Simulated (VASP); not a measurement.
# AlGa3As4 (P1) in VASP: relaxation of cell and atoms with PBE

Aim: the relaxation of cell and atoms of AlGa3As4 with PBE.

All numbers are computed with VASP 6.6.1; they aren't measurements. Logs are shortened: lines on timing, memory, paths and dates and some standing lists are left out, and cuts for length are marked.

### 1 The cell of the first run

The typed cell holds 8 atoms: a = 4.001 Å, b = 4.096 Å, c = 11.615 Å, α = 89.79°, β = 89.75°, γ = 89.91°.

### 2 Relaxation of cell and atoms, PBE

The input, INCAR:

```
PREC = Accurate ; ENCUT = 600
EDIFF = 1E-6 ; ISMEAR = 0
SIGMA = 0.1 ; LREAL = F
LASPH = T ; NELM = 100
ALGO = Normal ; ISIF = 3
LWAVE = F ; LCHARG = F
GGA = PE ; IBRION = 2
NSW = 80 ; EDIFFG = -0.025
```

The input, KPOINTS:

```
Automatic mesh
0
Gamma
  4 4 1
```

The input, POSCAR:

```
AlGa3As4
1.0
    4.0009177716      0.0032292229      0.0089433245
    0.0032292229      4.0959607457      0.0076796635
    0.0252723828      0.0217014820     11.6152894238
Al Ga As
1 3 4
Direct
   -0.0091164272     -0.0817953132      0.0146443694
    0.5405907491      0.5475486134      0.2392665308
    0.0263560986     -0.0018530451      0.4825112700
    0.4871217278      0.5080084316      0.7518708538
    0.4623976614      0.0078336810      0.1281954141
   -0.0034095342      0.5022829852      0.3721725500
    0.4934214865     -0.0061032753      0.6373537381
    0.0026382379      0.5240779224      0.8739852738
```

Potentials or basis: VASP PAW PBE potentials, release 64 (Al, Ga_d, As).

Run with:

```
> cat potpaw_PBE.64/Al/POTCAR potpaw_PBE.64/Ga_d/POTCAR potpaw_PBE.64/As/POTCAR > POTCAR
> mpirun -np 1 vasp_std > vasp.out
```

OUTCAR:

```text
PREC = Accurate
   ENCUT = 600
   EDIFF = 1E-6
   ISMEAR = 0
   LREAL = F
   LASPH = T
   NELM = 100
   ISIF = 3
   GGA = PE
   IBRION = 2
   NSW = 80
   EDIFFG = -0.025

 ion  position               nearest neighbor table
   1  0.991  0.918  0.015-   8 2.30   5 2.34   5 2.51   8 2.97
   2  0.541  0.548  0.239-   5 2.30   6 2.40   5 2.58   6 2.67
   3  0.026  0.998  0.483-   6 2.41   6 2.43   7 2.60   7 2.78
   4  0.487  0.508  0.752-   7 2.39   8 2.40   7 2.49   8 2.51
   5  0.462  0.008  0.128-   2 2.30   1 2.34   1 2.51   2 2.58
   6  0.997  0.502  0.372-   2 2.40   3 2.41   3 2.43   2 2.67
   7  0.493  0.994  0.637-   4 2.39   4 2.49   3 2.60   3 2.78
   8  0.003  0.524  0.874-   1 2.30   4 2.40   4 2.51   1 2.97

  LATTYP: Found a triclinic cell.
 ALAT       =     4.0009290704
 B/A-ratio  =     1.4299643088
 C/A-ratio  =     2.9031599876
 COS(alpha) =     0.0004046523
 COS(beta)  =     0.0044125815
 COS(gamma) =     0.6981728830

  Lattice vectors:

 A1 = (  -4.0009177716,  -0.0032292229,  -0.0089433245)
 A2 = (  -3.9976885487,   4.0927315228,  -0.0012636610)
 A3 = (  -0.0252723828,  -0.0217014820, -11.6152894238)

Analysis of symmetry for initial positions (statically):
=====================================================================
 Subroutine PRICEL returns:
 Original cell was already a primitive cell.

 Routine SETGRP: Setting up the symmetry group for a
 triclinic supercell.

 Subroutine GETGRP returns: Found  1 space group operations
 (whereof  1 operations were pure point group operations)
 out of a pool of  2 trial point group operations.

The static configuration has the point symmetry C_1 .

Analysis of symmetry for dynamics (positions and initial velocities):
=====================================================================
 Subroutine PRICEL returns:
 Original cell was already a primitive cell.

 Routine SETGRP: Setting up the symmetry group for a
 triclinic supercell.

 Subroutine GETGRP returns: Found  1 space group operations
 (whereof  1 operations were pure point group operations)
 out of a pool of  2 trial point group operations.

The dynamic configuration has the point symmetry C_1 .

 Subroutine INISYM returns: Found  1 space group operations
 (whereof  1 operations are pure point group operations),
 and found     1 'primitive' translations

----------------------------------------------------------------------------------------

                                     Primitive cell

  volume of cell :     190.3450

  direct lattice vectors                    reciprocal lattice vectors
     4.000917772  0.003229223  0.008943325     0.249944025 -0.000196035 -0.000543458
     0.003229223  4.095960746  0.007679664    -0.000196035  0.244143974 -0.000455721
     0.025272383  0.021701482 11.615289424    -0.000192318 -0.000161269  0.086094141

  length of vectors
     4.000929070  4.095969218 11.615337190     0.249944693  0.244144478  0.086094506

  position of ions in fractional coordinates (direct lattice)
     0.990883573  0.918204687  0.014644369
     0.540590749  0.547548613  0.239266531
     0.026356099  0.998146955  0.482511270
     0.487121728  0.508008432  0.751870854
     0.462397661  0.007833681  0.128195414
     0.996590466  0.502282985  0.372172550
     0.493421486  0.993896725  0.637353738
     0.002638238  0.524077922  0.873985274

  ion indices of the primitive-cell ions
   primitive index   ion index
                 1           1
                 2           2
                 3           3
                 4           4
                 5           5
                 6           6
                 7           7
                 8           8

----------------------------------------------------------------------------------------

 KPOINTS: Automatic mesh

Automatic generation of k-mesh.
 Grid dimensions read from file:
 generate k-points for:    4    4    1

 Generating k-lattice:

  Cartesian coordinates                     Fractional coordinates (reciprocal lattice)
     0.062486006 -0.000049009 -0.000135865     0.250000000  0.000000000  0.000000000
    -0.000049009  0.061035993 -0.000113930     0.000000000  0.250000000  0.000000000
    -0.000192318 -0.000161269  0.086094141     0.000000000  0.000000000  1.000000000

  Length of vectors
     0.062486173  0.061036119  0.086094506

  Shift w.r.t. Gamma in fractional coordinates (k-lattice)
     0.000000000  0.000000000  0.000000000

 Subroutine IBZKPT returns following result:
 ===========================================

 Found     10 irreducible k-points:

 Following reciprocal coordinates:
            Coordinates               Weight
  0.000000  0.000000  0.000000      1.000000
  0.250000 -0.000000  0.000000      2.000000
  0.500000 -0.000000  0.000000      1.000000
 -0.000000  0.250000  0.000000      2.000000
  0.250000  0.250000  0.000000      2.000000
  0.500000  0.250000  0.000000      2.000000
 -0.250000  0.250000 -0.000000      2.000000
 -0.000000  0.500000  0.000000      1.000000
  0.250000  0.500000  0.000000      2.000000
  0.500000  0.500000  0.000000      1.000000
   k-points           NKPTS =     10   k-points in BZ     NKDIM =     10   number of bands    NBANDS=     37
   number of dos      NEDOS =    301   number of ions     NIONS =      8
   total plane-waves  NPLWV = 110592
   dimension x,y,z NGX =    32 NGY =   36 NGZ =   96
   dimension x,y,z NGXF=    64 NGYF=   72 NGZF=  192
   ions per type =               1   3   4
   NGX,Y,Z   is equivalent  to a cutoff of  13.30, 14.61, 13.74 a.u.
   NGXF,Y,Z  is equivalent  to a cutoff of  26.59, 29.22, 27.48 a.u.
 SYSTEM =  unknown system
   PREC   = accura    normal or accurate (medium, high low for compatibility)
   ISTART =      0    job   : 0-new  1-cont  2-samecut
   ICHARG =      2    charge: 1-file 2-atom 10-const
   ISPIN  =      1    spin polarized calculation?
   LNONCOLLINEAR =      F non collinear calculations
   LSORBIT =      F    spin-orbit coupling
   LASPH  =      T    aspherical Exc in radial PAW
   ENCUT  =  600.0 eV  44.10 Ry    6.64 a.u.   7.99  8.18 23.20*2*pi/ulx,y,z
   NELM   =    100;   NELMIN=  2; NELMDL= -5     # of ELM steps
   EDIFF  = 0.1E-05   stopping-criterion for ELM
   LREAL  =      F    real-space projection
   EDIFFG = -.3E-01   stopping-criterion for IOM
   NSW    =     80    number of steps for IOM
   IBRION =      2    ionic relax: 0-MD 1-quasi-New 2-CG
   NFREE  =      1    steps in history (QN), initial steepest desc. (CG)
   ISIF   =      3    stress and relaxation
   ISYM   =      2    0-nonsym 1-usesym 2-fastsym
   POTIM  = 0.5000    time-step for ionic-motion
   TEBEG  =    0.0;   TEEND  =   0.0 temperature during run
   PSTRESS=    0.0 pullay stress
   NELECT =      62.0000    total number of electrons
   NUPDOWN=      -1.0000    fix difference up-down
   EMIN   =  10.00;   EMAX   =-10.00  energy-range for DOS
   EFERMI =   0.00;   METHOD = LEGACY
   ISMEAR =     0;   SIGMA  =   0.10  broadening in eV -4-tet -1-fermi 0-gaus
   EFERMI_NEDOS =   21; number of points for ismear=-14 and -15
   IALGO  =     38    algorithm
   IMIX   =      4    mixing-type and parameters
     AMIX     =   0.40;   BMIX     =  1.00
     AMIX_MAG =   1.60;   BMIX_MAG =  1.00
  volume/ion in A,a.u.               =      23.79       160.56
  Fermi-wavevector in a.u.,A,eV,Ry     =   1.126397  2.128582 17.262672  1.268771
  Thomas-Fermi vector in A             =   2.263079
   LORBIT       =      0    0 simple, 1 ext, 2 COOP (PROOUT), +10 PAW based schemes
   GGA     = PE    functional components
   LHFCALC =     F    Hartree Fock is set to
   AEXX    =    0.0000 exact exchange contribution
   IVDW    =     0    specifies the selected vdW correction
   LEPSILON=     F    determine dielectric tensor
   LRPA    =     F    only Hartree local field effects (RPA)
 conjugate gradient relaxation of ions
 non-spin polarized calculation
 Gauss-broadening in eV      SIGMA  =   0.10
  energy-cutoff  :      600.00
  volume of cell :      190.35
 maximum number of plane-waves:      6386
   NGX = 15   NGY = 17   NGZ = 47

--------------------------------------- Ionic step        1  -------------------------------------------

 number of electron      61.9999998 magnetization

 Free energy of the ion-electron system (eV)
  ---------------------------------------------------
  ext. energy  EPLUGINS =         0.00000000
  ---------------------------------------------------
  free energy    TOTEN  =       -32.55452382 eV

  energy without entropy =      -32.54816291  energy(sigma->0) =      -32.55134337

------------------------ aborting loop because EDIFF is reached ----------------------------------------

  FORCE on cell =-STRESS in cart. coord.  units (eV):
  Direction    XX          YY          ZZ          XY          YZ          ZX
  --------------------------------------------------------------------------------------
  -------------------------------------------------------------------------------------
  Total        2.5240005      4.4864315      1.5453573     -0.1564077     -0.1364153      1.4989253
  in kB       21.2450852     37.7633122     13.0076233     -1.3165192     -1.1482382     12.6167942
  external PRESSURE =      24.0053402 kB  Pullay stress =       0.0000000 kB
[... 107 lines left out ...]
  FREE ENERGIE OF THE ION-ELECTRON SYSTEM (eV)
  ---------------------------------------------------
  free  energy   TOTEN  =       -33.4400969768 eV

  energy  without entropy=      -33.4364418365  energy(sigma->0) =      -33.43826941

[... ionic steps 4 to 19 ...]

--------------------------------------- Ionic step       20  -------------------------------------------

 number of electron      62.0000027 magnetization

------------------------ aborting loop because EDIFF is reached ----------------------------------------

  FORCE on cell =-STRESS in cart. coord.  units (eV):
  Direction    XX          YY          ZZ          XY          YZ          ZX
  --------------------------------------------------------------------------------------
  -------------------------------------------------------------------------------------
  Total       -0.1138727     -0.0434547     -0.0955155      0.0124905      0.0333841      0.0641740
  in kB       -0.9612561     -0.3668225     -0.8062939      0.1054386      0.2818117      0.5417249
  external PRESSURE =      -0.7114575 kB  Pullay stress =       0.0000000 kB
[... 69 lines left out ...]
  energy  without entropy=      -33.9546474326  energy(sigma->0) =      -33.95466449

--------------------------------------- Ionic step       22  -------------------------------------------

 number of electron      62.0000029 magnetization

 Free energy of the ion-electron system (eV)
  ---------------------------------------------------
  ext. energy  EPLUGINS =         0.00000000
  ---------------------------------------------------
  free energy    TOTEN  =       -33.95471421 eV

  energy without entropy =      -33.95467862  energy(sigma->0) =      -33.95469641

 E-fermi :   3.7881     XC(G=0):  -9.2405

 val. band max:        3.5573779915   @ k =   0.0000   0.0000   0.0000
 cond. band min:       4.0181946227   @ k =   0.0000   0.0000   0.0000
 fundamental gap:      0.4608166312
 Fermi energy:         3.7880987100

 k-point     1 :       0.0000    0.0000    0.0000
  band No.  band energies     occupation
      1     -11.2156      2.00000
      2     -11.1918      2.00000
      3     -11.1472      2.00000
      4     -11.1378      2.00000
      5     -11.1378      2.00000
      6     -11.1292      2.00000
[... 424 lines left out ...]
  FREE ENERGIE OF THE ION-ELECTRON SYSTEM (eV)
  ---------------------------------------------------
  free  energy   TOTEN  =       -33.9547142089 eV

  energy  without entropy=      -33.9546786165  energy(sigma->0) =      -33.95469641

 reached required accuracy - stopping structural energy minimisation
```

Wall time 22 min (1 thread of Intel Xeon Platinum 8259CL at 2.50GHz (Skylake/Cascade Lake), shared host); peak memory 0.39 GiB.

What came out:

* Free energy: -33.9547 eV
* Relaxed volume: 23.70 Å³/atom
* Relaxed cell: a = 4.090 Å, b = 4.090 Å, c = 11.336 Å, α = 90.02°, β = 90.01°, γ = 90.00°
* Space group after relaxing (to 0.1 Å): P-4m2 (No. 115)
* Energy gained by relaxing: 175.0 meV/atom
* Ionic steps: 22
* Pressure after relaxing: 0.0 GPa
* Largest force after relaxing: 0.016 eV/Å
* Band gap on the k mesh: 0.46 eV

Forces in eV/Å, atoms in the order of the input:
```
Al   0.010 -0.004 -0.005
Ga   0.002 -0.002 -0.011
Ga  -0.005 -0.006  0.008
Ga   0.005  0.005  0.001
As  -0.003  0.001  0.016
As  -0.011 -0.003 -0.011
As  -0.001  0.003 -0.006
As   0.004  0.007  0.007
```

The path:
| step | energy change (eV) | largest force (eV/Å) | pressure (GPa) | volume (Å³) |
| --- | --- | --- | --- | --- |
| 1 | 0.0000 | 2.2354 | 2.40 | 190.35 |
| 2 | -0.8436 | 1.4325 | -2.00 | 200.30 |
| 3 | -0.8856 | 1.3422 | -2.77 | 203.10 |
| 4 | -1.2564 | 0.7387 | -1.11 | 193.34 |
| 5 | -1.2827 | 0.6920 | -0.14 | 190.06 |
| 6 | -1.2832 | 0.6664 | -0.31 | 190.53 |
| 7 | -1.3430 | 0.3234 | 0.23 | 188.70 |
| 8 | -1.3436 | 0.3283 | 0.33 | 188.49 |
| 9 | -1.3619 | 0.2101 | -0.03 | 189.52 |
| 10 | -1.3632 | 0.2445 | -0.15 | 189.88 |
| 11 | -1.3744 | 0.1657 | -0.05 | 189.63 |
| 12 | -1.3820 | 0.1910 | 0.07 | 189.27 |
| 13 | -1.3897 | 0.1112 | -0.01 | 189.53 |
| 14 | -1.3904 | 0.1078 | -0.03 | 189.63 |
| 15 | -1.3952 | 0.1186 | -0.03 | 189.65 |
| 16 | -1.3953 | 0.1269 | -0.04 | 189.65 |
| 17 | -1.3982 | 0.0494 | 0.05 | 189.44 |
| 18 | -1.3987 | 0.0678 | 0.09 | 189.30 |
| 19 | -1.3998 | 0.0502 | -0.10 | 189.85 |
| 20 | -1.3998 | 0.0515 | -0.07 | 189.80 |
| 21 | -1.4002 | 0.0283 | 0.00 | 189.53 |
| 22 | -1.4002 | 0.0159 | -0.02 | 189.59 |

Final structure:
```
CELL_PARAMETERS angstrom
4.08953 0.00052 -0.00209
-0.00030 4.08974 -0.00066
0.00334 -0.00195 11.33557
ATOMIC_POSITIONS crystal
Al 0.99906 0.99983 0.99995
Ga 0.50076 0.50028 0.24975
Ga 0.00089 0.00102 0.50002
Ga 0.49908 0.49910 0.75031
As 0.49947 0.00007 0.12363
As 0.00100 0.50086 0.37502
As 0.50062 0.99928 0.62516
As 0.99912 0.49956 0.87617
```

Caveat: the k points lie up to 0.55 Å⁻¹ apart in the final cell; semilocal functionals underestimate gaps, and a narrow one can read as zero.
